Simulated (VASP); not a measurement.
# Tl (Pm-3m) in VASP: notebook

Runs on Tl. Level: LDA. Tasks: single point, relaxation of cell and atoms.

All numbers are computed with VASP 6.6.1; they aren't measurements. Logs are shortened: lines on timing, memory, paths and dates and some standing lists are left out, and cuts for length are marked.

**1. The cell of the first run**

Symmetry: Pm-3m, No. 221, cubic system. The conventional cell has a = 3.088 Å, b = 3.088 Å, c = 3.088 Å, α = 90.00°, β = 90.00°, γ = 90.00°. Within 4.1 Å of Tl (site symmetry m-3m) lie 6 Tl at 3.09 Å.

**2. Single point, LDA**

Contents of INCAR:

```
PREC = Accurate ; ENCUT = 520
EDIFF = 1E-6 ; ISMEAR = -1
SIGMA = 0.05 ; LREAL = False
LASPH = True ; NELM = 60
ALGO = Normal ; ISIF = 2
LWAVE = False ; LCHARG = False
GGA = CA ; NBANDS = 12
```

Contents of KPOINTS:

```
Automatic mesh
0
Gamma
  13 13 13
```

Contents of POSCAR:

```
Tl
1.0
    3.0881070506      0.0000000000      0.0000000000
    0.0000000000      3.0881070506      0.0000000000
    0.0000000000      0.0000000000      3.0881070506
Tl
1
Direct
    0.0000000000      0.0000000000      0.0000000000
```

Potentials or basis: VASP PAW LDA potentials, release 64 (Tl_d).

Command:

```bash
$ cat potpaw_LDA.64/Tl_d/POTCAR > POTCAR
$ mpirun -np 1 vasp_std > vasp.out
```

OUTCAR:

```text
PREC = Accurate
   ENCUT = 520
   EDIFF = 1E-6
   ISMEAR = -1
   LREAL = False
   LASPH = True
   NELM = 60
   ISIF = 2
   GGA = CA

 ion  position               nearest neighbor table
   1  0.000  0.000  0.000-

  LATTYP: Found a simple cubic cell.
 ALAT       =     3.0881070506

  Lattice vectors:

 A1 = (   3.0881070506,   0.0000000000,   0.0000000000)
 A2 = (   0.0000000000,   3.0881070506,   0.0000000000)
 A3 = (   0.0000000000,   0.0000000000,   3.0881070506)

Analysis of symmetry for initial positions (statically):
=====================================================================
 Subroutine PRICEL returns:
 Original cell was already a primitive cell.

 Routine SETGRP: Setting up the symmetry group for a
 simple cubic supercell.

 Subroutine GETGRP returns: Found 48 space group operations
 (whereof 48 operations were pure point group operations)
 out of a pool of 48 trial point group operations.

The static configuration has the point symmetry O_h .

Analysis of symmetry for dynamics (positions and initial velocities):
=====================================================================
 Subroutine PRICEL returns:
 Original cell was already a primitive cell.

 Routine SETGRP: Setting up the symmetry group for a
 simple cubic supercell.

 Subroutine GETGRP returns: Found 48 space group operations
 (whereof 48 operations were pure point group operations)
 out of a pool of 48 trial point group operations.

The dynamic configuration has the point symmetry O_h .

 Subroutine INISYM returns: Found 48 space group operations
 (whereof 48 operations are pure point group operations),
 and found     1 'primitive' translations

----------------------------------------------------------------------------------------

                                     Primitive cell

  volume of cell :      29.4494

  direct lattice vectors                    reciprocal lattice vectors
     3.088107051  0.000000000  0.000000000     0.323822971  0.000000000  0.000000000
     0.000000000  3.088107051  0.000000000     0.000000000  0.323822971  0.000000000
     0.000000000  0.000000000  3.088107051     0.000000000  0.000000000  0.323822971

  length of vectors
     3.088107051  3.088107051  3.088107051     0.323822971  0.323822971  0.323822971

  position of ions in fractional coordinates (direct lattice)
     0.000000000  0.000000000  0.000000000

  ion indices of the primitive-cell ions
   primitive index   ion index
                 1           1

----------------------------------------------------------------------------------------

 KPOINTS: Automatic mesh

Automatic generation of k-mesh.
 Grid dimensions read from file:
 generate k-points for:   13   13   13

 Generating k-lattice:

  Cartesian coordinates                     Fractional coordinates (reciprocal lattice)
     0.024909459  0.000000000  0.000000000     0.076923077  0.000000000  0.000000000
     0.000000000  0.024909459  0.000000000     0.000000000  0.076923077  0.000000000
     0.000000000  0.000000000  0.024909459     0.000000000  0.000000000  0.076923077

  Length of vectors
     0.024909459  0.024909459  0.024909459

  Shift w.r.t. Gamma in fractional coordinates (k-lattice)
     0.000000000  0.000000000  0.000000000

 Subroutine IBZKPT returns following result:
 ===========================================

 Found     84 irreducible k-points:

 Following reciprocal coordinates:
            Coordinates               Weight
  0.000000  0.000000  0.000000      1.000000
  0.076923  0.000000  0.000000      6.000000
  0.153846  0.000000  0.000000      6.000000
  0.230769  0.000000  0.000000      6.000000
  0.307692  0.000000  0.000000      6.000000
  0.384615  0.000000  0.000000      6.000000
[... 16 lines left out ...]
  0.307692  0.307692  0.000000     12.000000
  0.384615  0.307692  0.000000     24.000000
 [... further k-points ...]
   k-points           NKPTS =     84   k-points in BZ     NKDIM =     84   number of bands    NBANDS=     12
   number of dos      NEDOS =    301   number of ions     NIONS =      1
   total plane-waves  NPLWV =  13824
   dimension x,y,z NGX =    24 NGY =   24 NGZ =   24
   dimension x,y,z NGXF=    48 NGYF=   48 NGZF=   48
   ions per type =               1
   NGX,Y,Z   is equivalent  to a cutoff of  12.92, 12.92, 12.92 a.u.
   NGXF,Y,Z  is equivalent  to a cutoff of  25.84, 25.84, 25.84 a.u.
 SYSTEM =  unknown system
   PREC   = accura    normal or accurate (medium, high low for compatibility)
   ISTART =      0    job   : 0-new  1-cont  2-samecut
   ICHARG =      2    charge: 1-file 2-atom 10-const
   ISPIN  =      1    spin polarized calculation?
   LNONCOLLINEAR =      F non collinear calculations
   LSORBIT =      F    spin-orbit coupling
   LASPH  =      T    aspherical Exc in radial PAW
   ENCUT  =  520.0 eV  38.22 Ry    6.18 a.u.   5.74  5.74  5.74*2*pi/ulx,y,z
   NELM   =     60;   NELMIN=  2; NELMDL= -5     # of ELM steps
   EDIFF  = 0.1E-05   stopping-criterion for ELM
   LREAL  =      F    real-space projection
   EDIFFG = 0.1E-04   stopping-criterion for IOM
   NSW    =      0    number of steps for IOM
   IBRION =     -1    ionic relax: 0-MD 1-quasi-New 2-CG
   NFREE  =      0    steps in history (QN), initial steepest desc. (CG)
   ISIF   =      2    stress and relaxation
   ISYM   =      2    0-nonsym 1-usesym 2-fastsym
   POTIM  = 0.5000    time-step for ionic-motion
   TEBEG  =    0.0;   TEEND  =   0.0 temperature during run
   PSTRESS=    0.0 pullay stress
   NELECT =      13.0000    total number of electrons
   NUPDOWN=      -1.0000    fix difference up-down
   EMIN   =  10.00;   EMAX   =-10.00  energy-range for DOS
   EFERMI =   0.00;   METHOD = LEGACY
   ISMEAR =    -1;   SIGMA  =   0.05  broadening in eV -4-tet -1-fermi 0-gaus
   EFERMI_NEDOS =   21; number of points for ismear=-14 and -15
   IALGO  =     38    algorithm
   IMIX   =      4    mixing-type and parameters
     AMIX     =   0.40;   BMIX     =  1.00
     AMIX_MAG =   1.60;   BMIX_MAG =  1.00
  volume/ion in A,a.u.               =      29.45       198.73
  Fermi-wavevector in a.u.,A,eV,Ry     =   1.246513  2.355569 21.140672  1.553796
  Thomas-Fermi vector in A             =   2.380687
   LORBIT       =      0    0 simple, 1 ext, 2 COOP (PROOUT), +10 PAW based schemes
   GGA     = CA    functional components
   LHFCALC =     F    Hartree Fock is set to
   AEXX    =    0.0000 exact exchange contribution
   IVDW    =     0    specifies the selected vdW correction
   LEPSILON=     F    determine dielectric tensor
   LRPA    =     F    only Hartree local field effects (RPA)
 non-spin polarized calculation
  energy-cutoff  :      520.00
  volume of cell :       29.45
 maximum number of plane-waves:       812
 NGX is ok and might be reduce to    24
   NGX = 11   NGY = 11   NGZ = 11

 number of electron      12.9999996 magnetization

 Free energy of the ion-electron system (eV)
  ---------------------------------------------------
  ext. energy  EPLUGINS =         0.00000000
  ---------------------------------------------------
  free energy    TOTEN  =        -2.80189184 eV

  energy without entropy =       -2.79527341  energy(sigma->0) =       -2.79858263

 E-fermi :   6.0499     XC(G=0): -10.2664

 val. band max:        6.0433874633   @ k =   0.3077   0.0769   0.0000
 cond. band min:       6.0593988269   @ k =   0.4615   0.3077   0.3077
 fundamental gap:      0.0160113637
 Fermi energy:         6.0498754865

 k-point     1 :       0.0000    0.0000    0.0000
  band No.  band energies     occupation
      1      -6.3835      2.00000
      2      -6.3835      2.00000
      3      -5.1102      2.00000
      4      -5.1102      2.00000
      5      -5.1102      2.00000
      6      -4.1714      2.00000
      7      13.1527      0.00000
      8      13.1527      0.00000
      9      13.1527      0.00000
     10      16.4832      0.00000
     11      18.0323      0.00000
     12      18.0323      0.00000

 k-point     2 :       0.0769    0.0000    0.0000
  band No.  band energies     occupation
      1      -6.3784      2.00000
      2      -6.3375      2.00000
      3      -5.1323      2.00000
      4      -5.1323      2.00000
      5      -5.1084      2.00000
      6      -4.0697      2.00000
      7      11.9994      0.00000
      8      13.2812      0.00000
      9      13.2812      0.00000
     10      16.9030      0.00000
     11      18.0327      0.00000
     12      18.9262      0.00000

 k-point     3 :       0.1538    0.0000    0.0000
  band No.  band energies     occupation
      1      -6.3643      2.00000
      2      -6.2172      2.00000
      3      -5.1927      2.00000
      4      -5.1927      2.00000
      5      -5.1033      2.00000
      6      -3.7540      2.00000
      7       9.9811      0.00000
      8      13.6543      0.00000
      9      13.6543      0.00000
     10      17.1946      0.00000
     11      18.0336      0.00000
     12      21.1287      0.00000

 k-point     4 :       0.2308    0.0000    0.0000
  band No.  band energies     occupation
      1      -6.3444      2.00000
      2      -6.0648      2.00000
      3      -5.2765      2.00000
      4      -5.2765      2.00000
      5      -5.0961      2.00000
      6      -3.2046      2.00000
      7       7.9042      0.00000
      8      14.2340      0.00000
      9      14.2340      0.00000
     10      17.4389      0.00000
     11      18.0343      0.00000
     12      23.6829      0.00000

 k-point     5 :       0.3077    0.0000    0.0000
  band No.  band energies     occupation
      1      -6.3231      2.00000
      2      -5.9221      2.00000
      3      -5.3636      2.00000
      4      -5.3636      2.00000
      5      -5.0884      2.00000
      6      -2.4220      2.00000
      7       5.9344      1.81926
      8      14.9507      0.00000
      9      14.9507      0.00000
     10      17.7269      0.00000
     11      18.0340      0.00000
     12      22.9163      0.00000
[... 228 lines left out ...]
      1      -6.1223      2.00000
      2      -5.7048      2.00000
      3      -5.4449      2.00000
      4      -5.4126      2.00000
      5      -5.2399      2.00000
      6      -0.6783      2.00000
      7       5.1042      2.00000
      8      10.2583      0.00000
      9      15.3258      0.00000
     10      16.9017      0.00000
     11      18.7373      0.00000
     12      21.7617      0.00000

 k-point    22 :       0.4615    0.2308    0.0000
  band No.  band energies     occupation
      1      -6.1086      2.00000
      2      -5.7538      2.00000
      3      -5.4511      2.00000
      4      -5.3687      2.00000
      5      -5.2354      2.00000
      6       0.1388      2.00000
      7       3.8567      2.00000
      8      10.8648      0.00000
      9      14.3943      0.00000
     10      17.4770      0.00000
     11      18.9301      0.00000
     12      21.3239      0.00000

 k-point    23 :       0.3077    0.3077    0.0000
  band No.  band energies     occupation
      1      -6.1008      2.00000
      2      -5.7400      2.00000
      3      -5.3772      2.00000
      4      -5.3386      2.00000
      5      -5.3258      2.00000
      6      -0.8873      2.00000
      7       7.2520      0.00000
      8       7.7800      0.00000
      9      15.1474      0.00000
     10      16.8992      0.00000
     11      18.8182      0.00000
     12      21.9711      0.00000

 k-point    24 :       0.3846    0.3077    0.0000
  band No.  band energies     occupation
      1      -6.0693      2.00000
      2      -5.8386      2.00000
      3      -5.4008      2.00000
      4      -5.3228      2.00000
      5      -5.2060      2.00000
      6      -0.0264      2.00000
      7       5.7138      1.99759
      8       8.2641      0.00000
      9      13.8118      0.00000
     10      17.7262      0.00000
     11      19.1826      0.00000
     12      21.4279      0.00000

 [... further k-points ...]

------------------------ aborting loop because EDIFF is reached ----------------------------------------

  FORCE on cell =-STRESS in cart. coord.  units (eV):
  Direction    XX          YY          ZZ          XY          YZ          ZX
  --------------------------------------------------------------------------------------
  -------------------------------------------------------------------------------------
  Total        0.0204932      0.0204932      0.0204932     -0.0000000      0.0000000     -0.0000000
  in kB        1.1149182      1.1149182      1.1149182     -0.0000000      0.0000000     -0.0000000
  external PRESSURE =       1.1149182 kB  Pullay stress =       0.0000000 kB

 VOLUME and BASIS-vectors are now :
 -----------------------------------------------------------------------------
  energy-cutoff  :      520.00
  volume of cell :       29.45
      direct lattice vectors                 reciprocal lattice vectors
     3.088107051  0.000000000  0.000000000     0.323822971  0.000000000  0.000000000
     0.000000000  3.088107051  0.000000000     0.000000000  0.323822971  0.000000000
     0.000000000  0.000000000  3.088107051     0.000000000  0.000000000  0.323822971

 POSITION                                       TOTAL-FORCE (eV/Angst)
 -----------------------------------------------------------------------------------
      0.00000      0.00000      0.00000         0.000000      0.000000      0.000000
 -----------------------------------------------------------------------------------
    total drift:                                0.000000     -0.000000     -0.000000

  FREE ENERGIE OF THE ION-ELECTRON SYSTEM (eV)
  ---------------------------------------------------
  free  energy   TOTEN  =        -2.8018918424 eV

  energy  without entropy=       -2.7952734137  energy(sigma->0) =       -2.79858263
```

Wall time 10 s (1 thread of AMD EPYC 7R13 (Zen 3), shared host); peak memory 0.11 GiB.

What came out:

| Item | Value |
| --- | --- |
| Free energy | -2.8019 eV |
| Pressure | 0.1 GPa |

Levels at points of the mesh, in eV from the Fermi level:
| k point | band 2 | band 3 | band 4 | band 5 | band 6 | band 7 | band 8 | band 9 | band 10 | band 11 |
| --- | --- | --- | --- | --- | --- | --- | --- | --- | --- | --- |
| (0.00, 0.00, 0.00) | -12.43 | -11.16 | -11.16 | -11.16 | -10.22 | 7.10 | 7.10 | 7.10 | 10.43 | 11.98 |

Caveat: spin-orbit coupling is left out, which moves the levels of the heavy elements.

**3. Single point, LDA**

Contents of INCAR:

```
SYSTEM = Tl
PREC     = Accurate       ! precision mode
ENCUT    = 520            ! plane-wave cutoff, eV
EDIFF    = 1E-7           ! SCF threshold, eV
ISMEAR   = -1             ! smearing method
SIGMA    = 0.05           ! smearing width, eV
LREAL    = .False.        ! projectors in reciprocal space
LASPH    = .True.         ! aspherical terms in the spheres
NELM     = 60             ! most SCF steps
ALGO     = Normal         ! electronic algorithm
ISIF     = 2              ! what is computed and relaxed
LWAVE    = .False.        ! write WAVECAR
LCHARG   = .True.         ! write CHGCAR
LELF     = .True.         ! ELF
LVHAR    = .True.       
NBANDS   = 12             ! bands
```

Contents of KPOINTS:

```
regular mesh
0
Gamma
  13 13 13
  0 0 0
```

Contents of POSCAR:

```
Tl
1.0
    3.0896034405      0.0000000000      0.0000000000
    0.0000000000      3.0896034405      0.0000000000
    0.0000000000      0.0000000000      3.0896034405
Tl
1
Direct
    0.0000000000      0.0000000000      0.0000000000
```

Potentials or basis: VASP PAW LDA potentials, release 64 (Tl_d).

Command:

```bash
$ cat potpaw_LDA.64/Tl_d/POTCAR > POTCAR
$ mpirun -np 1 vasp_std > vasp.out
```

Run time: 12 s. Hardware: 1 thread of AMD EPYC 7R13 (Zen 3), shared host; peak memory 0.12 GiB.

It converged, with:

| Quantity | Value |
| --- | --- |
| Free energy | -2.8019 eV |
| Pressure | 0.0 GPa |

Levels at points of the mesh, in eV from the Fermi level:
```tsv
k point	band 4	band 5	band 6	band 7	band 8	band 9
(0.00, 0.00, 0.00)	-11.16	-11.16	-10.21	7.10	7.10	7.10
```

Caveat: spin-orbit coupling is left out, which moves the levels of the heavy elements.

**4. Relaxation of cell and atoms, LDA**

Contents of INCAR:

```
  ALGO = Normal
  EDIFF = 1E-7
  EDIFFG = -0.005
  ENCUT = 600
  GGA = CA
  IBRION = 2
  ISIF = 3
  ISMEAR = -1
  LASPH = True
  LCHARG = False
  LREAL = False
  LWAVE = False
  NELM = 100
  NSW = 60
  PREC = Accurate
  SIGMA = 0.05
```

Contents of KPOINTS:

```
k-points
0
Gamma
  13 13 13
```

Contents of POSCAR:

```
Tl
1.0
    3.0881070506      0.0000000000      0.0000000000
    0.0000000000      3.0881070506      0.0000000000
    0.0000000000      0.0000000000      3.0881070506
Tl
1
Direct
    0.0000000000      0.0000000000      0.0000000000
```

Command:

```bash
$ cat potpaw_LDA.64/Tl_d/POTCAR > POTCAR
$ mpirun -np 1 vasp_std > vasp.out
```

Wall time 23 s (1 thread of AMD EPYC 7R13 (Zen 3), shared host); peak memory 0.14 GiB.

Results (log left out):

| Quantity | Value |
| --- | --- |
| Free energy | -2.8020 eV |
| Relaxed volume | 29.58 Å³/atom |
| Relaxed cell | a = 3.093 Å, b = 3.093 Å, c = 3.093 Å, α = 90.00°, β = 90.00°, γ = 90.00° |
| Space group after relaxing (to 0.05 Å) | Pm-3m (No. 221) |
| Energy gained by relaxing | 0.1 meV/atom |
| Ionic steps | 2 |
| Pressure after relaxing | 0.0 GPa |

Final structure:
```
CELL_PARAMETERS angstrom
3.09256 0.00000 0.00000
0.00000 3.09256 0.00000
0.00000 0.00000 3.09256
ATOMIC_POSITIONS crystal
Tl 0.00000 0.00000 0.00000
```

Levels at points of the mesh, in eV from the Fermi level:
| k point | band 3 | band 4 | band 5 | band 6 | band 7 | band 8 | band 9 | band 10 |
| --- | --- | --- | --- | --- | --- | --- | --- | --- |
| (0.00, 0.00, 0.00) | -11.16 | -11.16 | -11.16 | -10.19 | 7.08 | 7.08 | 7.08 | 10.40 |

Caveat: spin-orbit coupling is left out, which moves the levels of the heavy elements.

**5. The runs side by side**

| task | cell | cutoff (eV) | gap on the mesh (eV) | pressure (GPa) |
| --- | --- | --- | --- | --- |
| single point | a = 3.088 Å, 1 atom | 520 | none | 0.1 |
| single point | a = 3.090 Å, 1 atom | 520 | none | 0.0 |
| relaxation of cell and atoms | relaxed from a = 3.088 Å, 1 atom | 600 | none | 0.0 |

Alike in all rows: level LDA; potentials or basis VASP PAW LDA potentials, release 64 (Tl_d); no spin polarisation; k mesh 13 × 13 × 13; smearing fermi-dirac 0.05 eV.

Caveats: spin-orbit coupling is left out, which moves the levels of the heavy elements.

Absolute energies hang on the potentials; compare differences alone.
